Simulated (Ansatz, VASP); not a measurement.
## One calculation of Be2Si, two programs

The input INCAR:

```
PREC     = Accurate       # precision mode
ENCUT    = 520            # plane-wave cutoff, eV
EDIFF    = 1E-6           # SCF threshold, eV
ISMEAR   = -1             # smearing method
SIGMA    = 0.05           # smearing width, eV
LREAL    = False          # projectors in reciprocal space
LASPH    = True           # aspherical terms in the spheres
NELM     = 100            # most SCF steps
ALGO     = Normal         # electronic algorithm
ISIF     = 2              # what is computed and relaxed
LWAVE    = False          # write WAVECAR
LCHARG   = False          # write CHGCAR
GGA      = PE             # functional
NBANDS   = 11             # bands
```

The input KPOINTS:

```
regular mesh
0
Gamma
  9 9 9
```

The input POSCAR:

```
Be2Si
1.0
    0.0000000000      2.6043199505      2.6043199505
    2.6043199505      0.0000000000      2.6043199505
    2.6043199505      2.6043199505      0.0000000000
Si Be
1 2
Direct
    0.0000000000      0.0000000000      0.0000000000
    0.2500000000      0.2500000000      0.2500000000
    0.7500000000      0.7500000000      0.7500000000
```

Contents of input.yaml:

```yaml
crystal:
  lattice:
    - [0.0, 2.6043199505, 2.6043199505]
    - [2.6043199505, 0.0, 2.6043199505]
    - [2.6043199505, 2.6043199505, 0.0]
  atoms:
    - { symbol: Si, position: [0.0, 0.0, 0.0] }
    - { symbol: Be, position: [0.25, 0.25, 0.25] }
    - { symbol: Be, position: [0.75, 0.75, 0.75] }
hamiltonian:
  xc: pbe
  pseudopotentials: { kind: paw }
kpoints:
  mp_grid: { grid: [9, 9, 9] }
scf:
  occupations: { method: fermi_dirac, width: 0.05 }
output:
  forces: true
  stress: true
  eigenvalues: true
  write_density: true
  write_potential: true
  elf: true
  volumetric_format: npy
```

Alike in both runs: task single point; functional PBE; k mesh 9 × 9 × 9; occupations fermi-dirac, width 0.05 eV; no spin polarisation.

```csv
,VASP,Ansatz
version,VASP 6.6.1,Ansatz 0.2.0
potentials or method,"VASP PAW PBE potentials, release 64 (Si, Be)",Ansatz PAW
plane-wave cutoff (eV),520,420
valence electrons in the cell,8,8
```

|  | VASP | Ansatz | Ansatz less VASP |
| --- | --- | --- | --- |
| gap on the k mesh at the Fermi level (eV) | none | none | - |
| pressure (GPa) | 4.6 | 4.6 | -0.08 |

A gap of «none» marks a metal or a gap that the smearing closes. With one functional, cell and mesh, what is left measures potentials, basis and numerics.
